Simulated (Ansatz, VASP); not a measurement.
One calculation of Bi2Pd, two programs

```
Bi Pd
1.0
    -1.68100    1.68100    6.55642
     1.68100   -1.68100    6.55642
     1.68100    1.68100   -6.55642
Bi Pd
2 1
Direct
  0.36300 0.36300 0.00000
  0.63700 0.63700 0.00000
  0.00000 0.00000 0.00000
```

Change from the starting cell: zz strain of +1 %.

Alike in both runs: task single point; functional PBEsol; k mesh 15 × 15 × 15; occupations fermi-dirac, width 0.08 eV; no spin polarisation.

|  | VASP | Ansatz |
| --- | --- | --- |
| version | VASP 6.6.1 | Ansatz 0.2.0 |
| potentials or method | VASP PAW PBE potentials, release 64 (Bi_d, Pd), cutoff 520 eV | all-electron LAPW, scalar-relativistic |

|  | VASP | Ansatz | Ansatz less VASP |
| --- | --- | --- | --- |
| pressure (GPa) | -2.0 | -2.0 | +0.03 |
| traceless stress, the component that is largest in VASP (GPa) | -0.51 | -0.51 | 0.000 |
| rms of the force components (eV/Å) | 0.087 | 0.091 | +0.0038 |

VASP's potentials were made for PBE, not for PBEsol. Atom by atom the forces differ by 0.004 eV/Å (rms over components). Ansatz ran all-electron here, and VASP with PAW potentials.

Spin-orbit coupling is off throughout.
